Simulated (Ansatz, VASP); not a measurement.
## One calculation of Si4O, two programs

```
CELL_PARAMETERS angstrom
3.83334 0.00000 0.00000
0.00000 3.83334 0.00000
0.00000 0.00000 21.10348
ATOMIC_POSITIONS crystal
Si 0.00000 0.50000 0.18954
Si 0.00000 0.00000 0.25376
Si 0.50000 0.00000 0.32071
Si 0.50000 0.50000 0.38399
O 0.87500 0.62500 0.48824
```

Alike in both runs: task single point; functional PBE; dispersion D3(BJ); k mesh 7 × 7 × 1; occupations gaussian, width 0.05 eV; collinear spin.

|  | VASP | Ansatz |
| --- | --- | --- |
| version | VASP 6.6.1 | Ansatz 0.2.0 |
| potentials or method | VASP PAW PBE potentials, release 64 (Si, O), cutoff 520 eV | scalar-relativistic, plane waves, PAW |
| valence electrons in the cell | 22 | 22 |

```tsv
	VASP	Ansatz	Ansatz less VASP
gap on the k mesh at the Fermi level (eV)	none	none	-
rms of the force components (eV/Å)	0.739	0.742	+0.0029
net moment per atom (μB)	0.24	0.24	-0.001
size of the moment on the site where the two differ most (μB)	1.09	1.32	+0.227
```

Site moments also hang on the region over which each program counts them. Atom by atom the forces differ by 0.003 eV/Å (rms over components). A gap of «none» marks a metal or a gap that the smearing closes.
